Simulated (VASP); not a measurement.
Input of a VASP 6.6.1 run:

The input INCAR:

```
SYSTEM = Hf
PREC = Accurate
ENCUT = 500
EDIFF = 1E-6
ISMEAR = 0
SIGMA = 0.1
LREAL = .FALSE.
LASPH = .TRUE.
NELM = 120
ALGO = Normal
ISIF = 2
LWAVE = .FALSE.
LCHARG = .TRUE.
GGA = PS
LELF = .TRUE.
LVHAR = .TRUE.
NBANDS = 17
GGA_COMPAT = .FALSE.
```

File KPOINTS:

```
regular mesh
0
G
  15 15 8
  0 0 0
```

The input POSCAR:

```
Hf
1.0
    3.1601951709      0.0000000000      0.0000000000
   -1.5800975854      2.7368092989      0.0000000000
    0.0000000000      0.0000000000      4.9961742501
Hf
2
Direct
    0.3333333333      0.6666666667      0.2500000000
    0.6666666667      0.3333333333      0.7500000000
```

Potentials or basis: VASP PAW PBE potentials, release 64 (Hf_pv).

Run with:

```console
$ cat potpaw_PBE.64/Hf_pv/POTCAR > POTCAR
$ mpirun -np 1 vasp_std > vasp.out
```

Question: Predict the band gap on the k mesh.

Answer: Zero (band 10 reaches 6.17 eV, above the bottom of band 11 at 4.56 eV).

Question: Predict the pressure.

Answer: -0.4 GPa.

Stress tensor (GPa, compression positive):
```
-0.33  0.00  0.00
 0.00 -0.33  0.00
 0.00  0.00 -0.46
```

Caveat: the PAW data sets were made with another functional, which shifts forces and pressure a little; spin-orbit coupling is left out, which moves the levels of the heavy elements.
